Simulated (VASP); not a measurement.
# RbCl (Fm-3m) in VASP: further runs

Aim: see how the results for RbCl move with the level of theory and the settings. Levels: PBE, r2SCAN, HSE06, PBE0. Tasks: single point.

Program: VASP 6.6.1. These are calculated values, not measurements. Logs are shortened: lines on timing, memory, paths and dates and some standing lists are left out, and cuts for length are marked.

## 1. The cell of the first run

Symmetry: Fm-3m, No. 225, cubic system. Conventional cell: a = 6.612 Å, b = 6.612 Å, c = 6.612 Å, α = 90.00°, β = 90.00°, γ = 90.00°. Within 4.3 Å of Rb (site symmetry m-3m) lie 6 Cl at 3.31 Å. Within 4.3 Å of Cl (site symmetry m-3m) lie 6 Rb at 3.31 Å.

## 2. Single point, PBE

The input, INCAR:

```
SYSTEM = RbCl
PREC = Accurate ; ENCUT = 500
EDIFF = 1E-6 ; ISMEAR = 0
SIGMA = 0.01 ; LREAL = .FALSE.
LASPH = .TRUE. ; NELM = 120
ALGO = Normal ; ISIF = 2
LWAVE = .FALSE. ; LCHARG = .FALSE.
GGA = PE ; NBANDS = 15
GGA_COMPAT = .FALSE.
```

The input, KPOINTS:

```
regular mesh
0
G
  4 4 4
  0 0 0
```

The input, POSCAR:

```
RbCl
1.0
    0.0000000000      3.3058242375      3.3058242375
    3.3058242375      0.0000000000      3.3058242375
    3.3058242375      3.3058242375      0.0000000000
Rb Cl
1 1
Direct
    0.0000000000      0.0000000000      0.0000000000
    0.5000000000      0.5000000000      0.5000000000
```

Potentials or basis: VASP PAW PBE potentials, release 64 (Rb_sv, Cl).

Started as:

```console
$ cat potpaw_PBE.64/Rb_sv/POTCAR potpaw_PBE.64/Cl/POTCAR > POTCAR
$ mpirun -np 1 vasp_std > vasp.out
```

OUTCAR:

```text
SYSTEM = RbCl
   PREC = Accurate
   ENCUT = 500
   EDIFF = 1E-6
   ISMEAR = 0
   LREAL = .FALSE.
   LASPH = .TRUE.
   NELM = 120
   ISIF = 2
   GGA = PE

 ion  position               nearest neighbor table
   1  0.000  0.000  0.000-   2 3.31   2 3.31   2 3.31   2 3.31   2 3.31   2 3.31
   2  0.500  0.500  0.500-   1 3.31   1 3.31   1 3.31   1 3.31   1 3.31   1 3.31

  LATTYP: Found a face centered cubic cell.
 ALAT       =     6.6116484750

  Lattice vectors:

 A1 = (   0.0000000000,   3.3058242375,   3.3058242375)
 A2 = (   3.3058242375,   0.0000000000,   3.3058242375)
 A3 = (   3.3058242375,   3.3058242375,   0.0000000000)

Analysis of symmetry for initial positions (statically):
=====================================================================
 Subroutine PRICEL returns:
 Original cell was already a primitive cell.

 Routine SETGRP: Setting up the symmetry group for a
 face centered cubic supercell.

 Subroutine GETGRP returns: Found 48 space group operations
 (whereof 48 operations were pure point group operations)
 out of a pool of 48 trial point group operations.

The static configuration has the point symmetry O_h .

Analysis of symmetry for dynamics (positions and initial velocities):
=====================================================================
 Subroutine PRICEL returns:
 Original cell was already a primitive cell.

 Routine SETGRP: Setting up the symmetry group for a
 face centered cubic supercell.

 Subroutine GETGRP returns: Found 48 space group operations
 (whereof 48 operations were pure point group operations)
 out of a pool of 48 trial point group operations.

The dynamic configuration has the point symmetry O_h .

 Subroutine INISYM returns: Found 48 space group operations
 (whereof 48 operations are pure point group operations),
 and found     1 'primitive' translations

----------------------------------------------------------------------------------------

                                     Primitive cell

  volume of cell :      72.2552

  direct lattice vectors                    reciprocal lattice vectors
     0.000000000  3.305824237  3.305824237    -0.151248210  0.151248210  0.151248210
     3.305824237  0.000000000  3.305824237     0.151248210 -0.151248210  0.151248210
     3.305824237  3.305824237  0.000000000     0.151248210  0.151248210 -0.151248210

  length of vectors
     4.675141471  4.675141471  4.675141471     0.261969585  0.261969585  0.261969585

  position of ions in fractional coordinates (direct lattice)
     0.000000000  0.000000000  0.000000000
     0.500000000  0.500000000  0.500000000

  ion indices of the primitive-cell ions
   primitive index   ion index
                 1           1
                 2           2

----------------------------------------------------------------------------------------

 KPOINTS: regular mesh

Automatic generation of k-mesh.
 Grid dimensions read from file:
 generate k-points for:    4    4    4

 Generating k-lattice:

  Cartesian coordinates                     Fractional coordinates (reciprocal lattice)
    -0.037812053  0.037812053  0.037812053     0.250000000  0.000000000  0.000000000
     0.037812053 -0.037812053  0.037812053     0.000000000  0.250000000  0.000000000
     0.037812053  0.037812053 -0.037812053     0.000000000  0.000000000  0.250000000

  Length of vectors
     0.065492396  0.065492396  0.065492396

  Shift w.r.t. Gamma in fractional coordinates (k-lattice)
     0.000000000  0.000000000  0.000000000

 Subroutine IBZKPT returns following result:
 ===========================================

 Found      8 irreducible k-points:

 Following reciprocal coordinates:
            Coordinates               Weight
  0.000000  0.000000  0.000000      1.000000
  0.250000  0.000000  0.000000      8.000000
  0.500000  0.000000  0.000000      4.000000
  0.250000  0.250000  0.000000      6.000000
  0.500000  0.250000  0.000000     24.000000
 -0.250000  0.250000  0.000000     12.000000
  0.500000  0.500000  0.000000      3.000000
 -0.250000  0.500000  0.250000      6.000000
   k-points           NKPTS =      8   k-points in BZ     NKDIM =      8   number of bands    NBANDS=     15
   number of dos      NEDOS =    301   number of ions     NIONS =      2
   total plane-waves  NPLWV =  46656
   dimension x,y,z NGX =    36 NGY =   36 NGZ =   36
   dimension x,y,z NGXF=    72 NGYF=   72 NGZF=   72
   ions per type =               1   1
   NGX,Y,Z   is equivalent  to a cutoff of  12.80, 12.80, 12.80 a.u.
   NGXF,Y,Z  is equivalent  to a cutoff of  25.60, 25.60, 25.60 a.u.
 SYSTEM =  RbCl
   PREC   = accura    normal or accurate (medium, high low for compatibility)
   ISTART =      0    job   : 0-new  1-cont  2-samecut
   ICHARG =      2    charge: 1-file 2-atom 10-const
   ISPIN  =      1    spin polarized calculation?
   LNONCOLLINEAR =      F non collinear calculations
   LSORBIT =      F    spin-orbit coupling
   LASPH  =      T    aspherical Exc in radial PAW
   ENCUT  =  500.0 eV  36.75 Ry    6.06 a.u.   8.52  8.52  8.52*2*pi/ulx,y,z
   NELM   =    120;   NELMIN=  2; NELMDL= -5     # of ELM steps
   EDIFF  = 0.1E-05   stopping-criterion for ELM
   LREAL  =      F    real-space projection
   EDIFFG = 0.1E-04   stopping-criterion for IOM
   NSW    =      0    number of steps for IOM
   IBRION =     -1    ionic relax: 0-MD 1-quasi-New 2-CG
   NFREE  =      0    steps in history (QN), initial steepest desc. (CG)
   ISIF   =      2    stress and relaxation
   ISYM   =      2    0-nonsym 1-usesym 2-fastsym
   POTIM  = 0.5000    time-step for ionic-motion
   TEBEG  =    0.0;   TEEND  =   0.0 temperature during run
   PSTRESS=    0.0 pullay stress
   NELECT =      16.0000    total number of electrons
   NUPDOWN=      -1.0000    fix difference up-down
   EMIN   =  10.00;   EMAX   =-10.00  energy-range for DOS
   EFERMI =   0.00;   METHOD = LEGACY
   ISMEAR =     0;   SIGMA  =   0.01  broadening in eV -4-tet -1-fermi 0-gaus
   EFERMI_NEDOS =   21; number of points for ismear=-14 and -15
   IALGO  =     38    algorithm
   IMIX   =      4    mixing-type and parameters
     AMIX     =   0.40;   BMIX     =  1.00
     AMIX_MAG =   1.60;   BMIX_MAG =  1.00
  volume/ion in A,a.u.               =      36.13       243.80
  Fermi-wavevector in a.u.,A,eV,Ry     =   0.990433  1.871647 13.346735  0.980957
  Thomas-Fermi vector in A             =   2.122103
   LORBIT       =      0    0 simple, 1 ext, 2 COOP (PROOUT), +10 PAW based schemes
   GGA     = PE    functional components
   LHFCALC =     F    Hartree Fock is set to
   AEXX    =    0.0000 exact exchange contribution
   IVDW    =     0    specifies the selected vdW correction
   LEPSILON=     F    determine dielectric tensor
   LRPA    =     F    only Hartree local field effects (RPA)
 non-spin polarized calculation
 Gauss-broadening in eV      SIGMA  =   0.01
  energy-cutoff  :      500.00
  volume of cell :       72.26
 maximum number of plane-waves:      1856
 NGX is ok and might be reduce to    36
   NGX = 17   NGY = 17   NGZ = 17

 number of electron      16.0000002 magnetization

 Free energy of the ion-electron system (eV)
  ---------------------------------------------------
  ext. energy  EPLUGINS =         0.00000000
  ---------------------------------------------------
  free energy    TOTEN  =        -6.66978675 eV

  energy without entropy =       -6.66978675  energy(sigma->0) =       -6.66978675

 E-fermi :  -1.8462     XC(G=0):  -7.2964

 val. band max:       -1.9289446728   @ k =   0.0000   0.0000   0.0000
 cond. band min:       3.0246914204   @ k =   0.0000   0.0000   0.0000
 fundamental gap:      4.9536360931
 Fermi energy:        -1.8461928333

 k-point     1 :       0.0000    0.0000    0.0000
  band No.  band energies     occupation
      1     -25.8846      2.00000
      2     -13.9148      2.00000
      3      -9.9335      2.00000
      4      -9.9335      2.00000
      5      -9.9335      2.00000
      6      -1.9289      2.00000
      7      -1.9289      2.00000
      8      -1.9289      2.00000
      9       3.0247      0.00000
     10       6.0552      0.00000
     11       6.0552      0.00000
     12       6.0552      0.00000
     13       7.0297      0.00000
     14       7.0297      0.00000
     15      10.1354      0.00000

 k-point     2 :       0.2500    0.0000    0.0000
  band No.  band energies     occupation
      1     -25.8772      2.00000
      2     -13.9440      2.00000
      3      -9.9396      2.00000
      4      -9.9396      2.00000
      5      -9.9218      2.00000
      6      -2.3966      2.00000
      7      -2.0982      2.00000
      8      -2.0982      2.00000
      9       4.2710      0.00000
     10       5.8253      0.00000
     11       6.8028      0.00000
     12       6.8028      0.00000
     13       7.8809      0.00000
     14       7.8809      0.00000
     15      11.6608      0.00000

 k-point     3 :       0.5000    0.0000    0.0000
  band No.  band energies     occupation
      1     -25.8698      2.00000
      2     -13.9728      2.00000
      3      -9.9456      2.00000
      4      -9.9456      2.00000
      5      -9.9105      2.00000
      6      -2.7705      2.00000
      7      -2.2557      2.00000
      8      -2.2557      2.00000
      9       5.7740      0.00000
     10       5.9943      0.00000
     11       8.1716      0.00000
     12       8.1716      0.00000
     13       9.3872      0.00000
     14       9.3872      0.00000
     15       9.9936      0.00000

 k-point     4 :       0.2500    0.2500    0.0000
  band No.  band energies     occupation
      1     -25.8750      2.00000
      2     -13.9233      2.00000
      3      -9.9811      2.00000
      4      -9.9811      2.00000
      5      -9.9477      2.00000
      6      -2.4438      2.00000
      7      -1.9975      2.00000
      8      -1.9975      2.00000
      9       4.3759      0.00000
     10       4.9623      0.00000
     11       7.5010      0.00000
     12       7.5450      0.00000
     13       7.5450      0.00000
     14       8.3504      0.00000
     15      11.2185      0.00000

 k-point     5 :       0.5000    0.2500    0.0000
  band No.  band energies     occupation
      1     -25.8677      2.00000
      2     -13.9212      2.00000
      3     -10.0578      2.00000
      4      -9.9879      2.00000
      5      -9.9760      2.00000
      6      -2.4575      2.00000
      7      -2.2093      2.00000
      8      -2.1441      2.00000
      9       5.1540      0.00000
     10       5.9536      0.00000
     11       7.8396      0.00000
     12       8.2599      0.00000
     13       8.4944      0.00000
     14       9.0384      0.00000
     15       9.7123      0.00000

 k-point     6 :      -0.2500    0.2500    0.0000
  band No.  band energies     occupation
      1     -25.8700      2.00000
      2     -13.9421      2.00000
      3     -10.0423      2.00000
      4      -9.9464      2.00000
      5      -9.9230      2.00000
      6      -2.5886      2.00000
      7      -2.2394      2.00000
      8      -2.1043      2.00000
      9       5.3819      0.00000
     10       5.8173      0.00000
     11       7.4827      0.00000
     12       7.5830      0.00000
     13       8.4115      0.00000
     14       9.3772      0.00000
     15       9.8377      0.00000

 k-point     7 :       0.5000    0.5000    0.0000
  band No.  band energies     occupation
      1     -25.8657      2.00000
      2     -13.8679      2.00000
      3     -10.1774      2.00000
      4     -10.0293      2.00000
      5     -10.0293      2.00000
      6      -2.2510      2.00000
      7      -2.0317      2.00000
      8      -2.0317      2.00000
      9       4.2883      0.00000
     10       6.0743      0.00000
     11       7.7065      0.00000
     12       8.1113      0.00000
     13       8.3996      0.00000
     14       9.7294      0.00000
     15       9.7294      0.00000

 k-point     8 :      -0.2500    0.5000    0.2500
  band No.  band energies     occupation
      1     -25.8655      2.00000
      2     -13.8989      2.00000
      3     -10.1036      2.00000
      4     -10.1036      2.00000
      5      -9.9232      2.00000
      6      -2.3579      2.00000
      7      -2.1679      2.00000
      8      -2.1679      2.00000
      9       5.7238      0.00000
     10       5.7238      0.00000
     11       7.3558      0.00000
     12       7.3685      0.00000
     13       9.5206      0.00000
     14       9.7715      0.00000
     15      10.2862      0.00000

------------------------ aborting loop because EDIFF is reached ----------------------------------------

  FORCE on cell =-STRESS in cart. coord.  units (eV):
  Direction    XX          YY          ZZ          XY          YZ          ZX
  --------------------------------------------------------------------------------------
  -------------------------------------------------------------------------------------
  Total        0.2768740      0.2768740      0.2768740      0.0000000      0.0000000     -0.0000000
  in kB        6.1393654      6.1393654      6.1393654      0.0000000      0.0000000     -0.0000000
  external PRESSURE =       6.1393654 kB  Pullay stress =       0.0000000 kB

 VOLUME and BASIS-vectors are now :
 -----------------------------------------------------------------------------
  energy-cutoff  :      500.00
  volume of cell :       72.26
      direct lattice vectors                 reciprocal lattice vectors
     0.000000000  3.305824237  3.305824237    -0.151248210  0.151248210  0.151248210
     3.305824237  0.000000000  3.305824237     0.151248210 -0.151248210  0.151248210
     3.305824237  3.305824237  0.000000000     0.151248210  0.151248210 -0.151248210

 POSITION                                       TOTAL-FORCE (eV/Angst)
 -----------------------------------------------------------------------------------
      0.00000      0.00000      0.00000         0.000000      0.000000      0.000000
      3.30582      3.30582      3.30582        -0.000000     -0.000000     -0.000000
 -----------------------------------------------------------------------------------
    total drift:                                0.000000      0.000000      0.000000

  FREE ENERGIE OF THE ION-ELECTRON SYSTEM (eV)
  ---------------------------------------------------
  free  energy   TOTEN  =        -6.6697867522 eV

  energy  without entropy=       -6.6697867522  energy(sigma->0) =       -6.66978675
```

It took 9.4 s on 1 thread of Intel Xeon Platinum 8259CL at 2.50GHz (Skylake/Cascade Lake), shared host; peak memory 0.2 GiB.

Results:

```yaml
Free_energy: -6.6698 eV
Pressure: 0.6 GPa
Band_gap_on_the_k_mesh: 4.95 eV, direct
```

Levels at points of the mesh, in eV from the valence-band top:
| k point | band 4 | band 5 | band 6 | band 7 | band 8 | band 9 | band 10 | band 11 | band 12 | band 13 |
| --- | --- | --- | --- | --- | --- | --- | --- | --- | --- | --- |
| (0.00, 0.00, 0.00) | -8.00 | -8.00 | 0.00 | 0.00 | 0.00 | 4.95 | 7.98 | 7.98 | 7.98 | 8.96 |
| (0.50, 0.00, 0.00) | -8.02 | -7.98 | -0.84 | -0.33 | -0.33 | 7.70 | 7.92 | 10.10 | 10.10 | 11.32 |
| (0.50, 0.50, 0.00) | -8.10 | -8.10 | -0.32 | -0.10 | -0.10 | 6.22 | 8.00 | 9.64 | 10.04 | 10.33 |

A hybrid or GW would open this gap; PBE tends to underestimate it.

(Continued in part 2 of 2.)
